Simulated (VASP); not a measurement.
A run of VASP 6.6.1 is set up as follows.

The input INCAR:

```
PREC = Accurate
ENCUT = 520
EDIFF = 1E-6
ISMEAR = 0
SIGMA = 0.1
LREAL = F
LASPH = T
NELM = 80
ALGO = Normal
ISIF = 2
LWAVE = F
LCHARG = T
GGA = PE
LELF = T
LVHAR = T
NBANDS = 56
```

The input KPOINTS:

```
Automatic mesh
0
Gamma
  3 3 4
```

File POSCAR:

```
Ge5I3
1.0
    7.2244137300      0.0000000000      0.0000000000
   -3.6122068700      6.2565258200      0.0000000000
    0.0000000000      0.0000000000      5.6665356200
Ge I
5 3
Direct
    0.3333333300      0.6666666700      0.0000000000
    0.6666666700      0.3333333300      0.0000000000
    0.3333333300      0.6666666700      0.5000000000
    0.6666666700      0.3333333300      0.5000000000
    0.0000000000      0.0000000000      0.5000000000
    0.5000000000      0.0000000000      0.0000000000
    0.0000000000      0.5000000000      0.0000000000
    0.5000000000      0.5000000000      0.0000000000
```

Potentials or basis: VASP PAW PBE potentials, release 64 (Ge_d, I).

Run with:

```console
$ cat potpaw_PBE.64/Ge_d/POTCAR potpaw_PBE.64/I/POTCAR > POTCAR
$ mpirun -np 1 vasp_std > vasp.out
```

(1) Predict the pressure.

(2) Predict the band gap on the k mesh.

Results:

(1) 32.9 GPa.

(2) zero (an odd number of electrons rules out a gap without spin polarisation).

Caveat: the cell stands under pressure; spin-orbit coupling is left out, which moves the levels of the heavy elements; an odd number of electrons without spin polarisation forces a metal; a magnetic or distorted state may lie lower.
